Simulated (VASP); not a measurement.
# La: relaxation of cell and atoms with PBEsol

La:

```
La
1.0
    -2.12383    2.12383    2.12383
     2.12383   -2.12383    2.12383
     2.12383    2.12383   -2.12383
La
1
Direct
  0.00000 0.00000 0.00000
```

```json
{
  "Program": "VASP 6.6.1",
  "Task": "relaxation of cell and atoms",
  "Functional": "PBEsol",
  "Potentials or basis": "VASP PAW PBE potentials, release 64 (La)",
  "Cutoff": "600 eV",
  "k mesh": "9 × 9 × 9",
  "Occupations": "fermi-dirac, width 0.05 eV",
  "Spin": "no spin polarisation",
  "Target pressure": "30 GPa",
  "Dipole correction": "no",
  "Further INCAR settings": "ALGO = Fast; EDIFF = 1e-07; IBRION = 2; EDIFFG = -0.01; NSW = 60; ISIF = 3"
}
```

```
Relaxed volume                                         : 21.31 Å³/atom
Relaxed cell                                           : a = 3.025 Å, b = 3.025 Å, c = 3.025 Å, α = 109.47°, β = 109.47°, γ = 109.47°
Space group after relaxing (to 0.05 Å)                 : Im-3m (No. 229)
Energy change on relaxing (the enthalpy is what falls) : +806.3 meV/atom
Ionic steps                                            : 25
Pressure after relaxing                                : 30.1 GPa
```

The path:
```
step  energy change (eV)  largest force (eV/Å)  pressure (GPa)  volume (Å³)
   1              0.0000                0.0000           -2.54        38.32
   2             15.7003                0.0000          701.12         9.33
   3              8.9575                0.0000           20.99        31.59
   4              0.0242                0.0000            4.60        30.23
   5              1.7919                0.0000           67.25        17.79
   6              0.5465                0.0000           22.67        23.01
   7              0.7066                0.0000           26.85        21.88
   8              0.8301                0.0000           30.69        21.19
   9              0.7780                0.0000           29.13        21.47
  10              0.7789                0.0000           29.18        21.46
  11              0.7816                0.0000           29.25        21.45
  12              0.7816                0.0000           29.26        21.45
  13              0.7817                0.0000           29.24        21.45
  14              0.7818                0.0000           29.24        21.45
  15              0.7821                0.0000           28.80        21.44
  16              0.7827                0.0000           29.29        21.44
  17              0.7839                0.0000           29.32        21.43
  18              0.7863                0.0000           29.40        21.42
  19              0.7911                0.0000           29.59        21.39
  20              0.8008                0.0000           29.89        21.34
  21              0.8044                0.0000           27.66        21.32
  22              0.8116                0.0000           30.25        21.28
  23              0.8109                0.0000           30.20        21.29
  24              0.8083                0.0000           30.13        21.30
  25              0.8063                0.0000           30.06        21.31
```

Final structure:
```xyz
1
Lattice="-1.7466 1.7466 1.7466 1.7466 -1.7466 1.7466 1.7466 1.7466 -1.7466" Properties=species:S:1:pos:R:3 pbc="T T T"
La    0.0000    0.0000    0.0000
```

Levels at points of the mesh, in eV from the Fermi level:
```tsv
k point	band 1	band 2	band 3	band 4	band 5	band 6	band 7	band 8	band 9
(0.00, 0.00, 0.00)	-33.01	-13.24	-13.24	-13.24	-1.03	1.93	1.93	1.93	2.15
```

Wall time 11 min on 1 thread of Intel(R) Xeon(R) Platinum 8488C (Sapphire Rapids), with other jobs on the host, peak memory 0.24 GiB.

Caveat: the cell is relaxed towards a set pressure, so the enthalpy falls and the energy may rise; the volume moved by over 15 % at a fixed basis, so the end points are rough; the PAW data sets were made with another functional, which shifts forces and pressure a little; spin-orbit coupling is left out, which moves the levels of the heavy elements.
